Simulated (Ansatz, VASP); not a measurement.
**One calculation of CdIn2O4, two programs**

File POSCAR:

```
CdIn2O4
1.0
    0.0000000000      4.5830000000      4.5830000000
    4.5830000000      0.0000000000      4.5830000000
    4.5830000000      4.5830000000      0.0000000000
Cd In O
2 4 8
Direct
    0.5000000000      0.5000000000      0.5000000000
    0.7500000000      0.7500000000      0.7500000000
    0.1250000000      0.1250000000      0.1250000000
    0.6250000000      0.1250000000      0.1250000000
    0.1250000000      0.1250000000      0.6250000000
    0.1250000000      0.6250000000      0.1250000000
    0.3625319088      0.3625319088      0.3625319088
    0.3375957265      0.8874680912      0.8874680912
    0.3625319088      0.3625319088      0.9124042735
    0.8874680912      0.3375957265      0.8874680912
    0.9124042735      0.3625319088      0.3625319088
    0.8874680912      0.8874680912      0.8874680912
    0.3625319088      0.9124042735      0.3625319088
    0.8874680912      0.8874680912      0.3375957265
```

The input INCAR.step1:

```
PREC = Accurate
ENCUT = 580
ISMEAR = -1
SIGMA = 0.02
LREAL = False
LASPH = True
NELM = 120
NBANDS = 75
GGA = PE
ALGO = Normal
EDIFF = 1E-5
LWAVE = True
LCHARG = False
GGA_COMPAT = False
```

File INCAR.step2:

```
PREC = Accurate
ENCUT = 580
EDIFF = 1E-7
ISMEAR = -1
SIGMA = 0.02
LREAL = False
LASPH = True
NELM = 120
ALGO = Normal
ISIF = 2
LWAVE = False
LCHARG = False
METAGGA = R2SCAN
LMIXTAU = True
LEFG = True
NBANDS = 75
ISTART = 1
GGA_COMPAT = False
```

KPOINTS

```
regular mesh
0
Gamma
  4 4 4
```

Input for Ansatz:

```yaml
crystal:
  lattice:
    - [0.0, 4.583, 4.583]
    - [4.583, 0.0, 4.583]
    - [4.583, 4.583, 0.0]
  atoms:
    - { symbol: Cd, position: [0.5, 0.5, 0.5] }
    - { symbol: Cd, position: [0.75, 0.75, 0.75] }
    - { symbol: In, position: [0.125, 0.125, 0.125] }
    - { symbol: In, position: [0.625, 0.125, 0.125] }
    - { symbol: In, position: [0.125, 0.125, 0.625] }
    - { symbol: In, position: [0.125, 0.625, 0.125] }
    - { symbol: O, position: [0.3625319088, 0.3625319088, 0.3625319088] }
    - { symbol: O, position: [0.3375957265, 0.8874680912, 0.8874680912] }
    - { symbol: O, position: [0.3625319088, 0.3625319088, 0.9124042735] }
    - { symbol: O, position: [0.8874680912, 0.3375957265, 0.8874680912] }
    - { symbol: O, position: [0.9124042735, 0.3625319088, 0.3625319088] }
    - { symbol: O, position: [0.8874680912, 0.8874680912, 0.8874680912] }
    - { symbol: O, position: [0.3625319088, 0.9124042735, 0.3625319088] }
    - { symbol: O, position: [0.8874680912, 0.8874680912, 0.3375957265] }
kpoints:
  mp_grid: { grid: [4, 4, 4] }
scf:
  occupations: { method: fermi_dirac, width: 0.02 }
hamiltonian:
  xc: r2scan
  pseudopotentials: { kind: paw }
output:
  forces: true
  stress: true
  populations: true
  efg:
    quadrupole_moments_barn: { In: 0.772, O: -0.02558 }
    contact_densities: true
```

Alike in both runs: task electric field gradients; functional r2SCAN; k mesh 4 × 4 × 4; occupations fermi-dirac, width 0.02 eV; no spin polarisation.

|  | VASP | Ansatz |
| --- | --- | --- |
| version | VASP 6.6.1 | Ansatz 0.2.0 |
| potentials or method | VASP PAW PBE potentials, release 64 (Cd, In_d, O) | plane-wave PAW, scalar-relativistic |
| plane-wave cutoff (eV) | 580 | 500 |
| valence electrons in the cell | 124 | 140 |

```csv
,VASP,Ansatz,Ansatz less VASP
gap on the k mesh at the Fermi level (eV),1.61,1.61,0.000
pressure (GPa),2.6,1.5,-1.11
rms of the force components (eV/Å),0.083,0.076,-0.0062
size of Vzz on the site where it differs most (V/Å²),51.7,47.5,-4.17
```

VASP's potentials were made for PBE, not for r2SCAN. Atom by atom the forces differ by 0.006 eV/Å (rms over components). VASP's potentials hold 124 valence electrons a cell and Ansatz's 140, so a difference there can come from the potentials and not from the codes.
